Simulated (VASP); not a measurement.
Write the native input for VASP 6.6.1 that does the following.

```yaml
Task: single point
Functional: PBE0
Potentials_or_basis: VASP PAW PBE potentials, release 64 (Pb_d)
Cutoff: 520 eV
k_mesh: 4 × 4 × 2
Occupations: fermi-dirac, width 0.05 eV
Spin: no spin polarisation
Dipole_correction: no
Grid_for_exact_exchange_PRECFOCK: Normal
Further_INCAR_settings: ALGO = Normal; EDIFF = 1e-07; NBANDS = 21
Share_of_exact_exchange: 0.25
```

Crystal: Pb.

```xyz
2
Lattice="3.0587 -1.7619 0.0000 3.0587 1.7619 0.0000 -2.1295 0.0000 6.1356" Properties=species:S:1:pos:R:3 pbc="T T T"
Pb    4.0111    0.0000    4.4562
Pb   -0.0232    0.0000    1.6794
```

These files were run (other wordings do the same):

POSCAR

```
Pb
1.0
    3.0587306239     -1.7619118207      0.0000000000
    3.0587306239      1.7619118207      0.0000000000
   -2.1294727321      0.0000000000      6.1355917714
Pb
2
Direct
    0.9085084100      0.9085084100      0.7262922000
    0.0914915900      0.0914915900      0.2737078000
```

INCAR.step1

```
PREC = Accurate
ENCUT = 520
EDIFF = 1E-5
ISMEAR = -1
SIGMA = 0.05
LREAL = False
LASPH = True
NELM = 60
ALGO = Normal
ISIF = 2
LWAVE = True
LCHARG = False
GGA = PE
NBANDS = 21
```

INCAR.step2

```
PREC = Accurate
ENCUT = 520
EDIFF = 1E-7
ISMEAR = -1
SIGMA = 0.05
LREAL = False
LASPH = True
NELM = 60
ALGO = Normal
ISIF = 2
LWAVE = False
LCHARG = False
GGA = PE
LHFCALC = True
AEXX = 0.25
PRECFOCK = Normal
ISTART = 1
NBANDS = 21
```

KPOINTS

```
regular mesh
0
Gamma
  4 4 2
```

Potentials or basis: VASP PAW PBE potentials, release 64 (Pb_d).

Launch:

```bash
$ cat potpaw_PBE.64/Pb_d/POTCAR > POTCAR
$ cp INCAR.step1 INCAR
$ mpirun -np 1 vasp_std > vasp.out
$ cp INCAR.step2 INCAR
$ mpirun -np 1 vasp_std > vasp.out
```

Results of the run:

The pressure is -1.1 GPa. The largest force is 0.468 eV/Å and the band gap on the k mesh is zero (bands 14 and 15 overlap by 8.49 eV).

Caveat: the k points lie up to 0.52 Å⁻¹ apart, too coarse for converged energies and pressures of a metal; the PAW data sets were made with another functional, which shifts forces and pressure a little; spin-orbit coupling is left out, which moves the levels of the heavy elements.

Wall time 20 min on 1 thread of AMD EPYC 7R43 64-Core Processor (Zen 3) (shared host), peak memory 0.17 GiB.
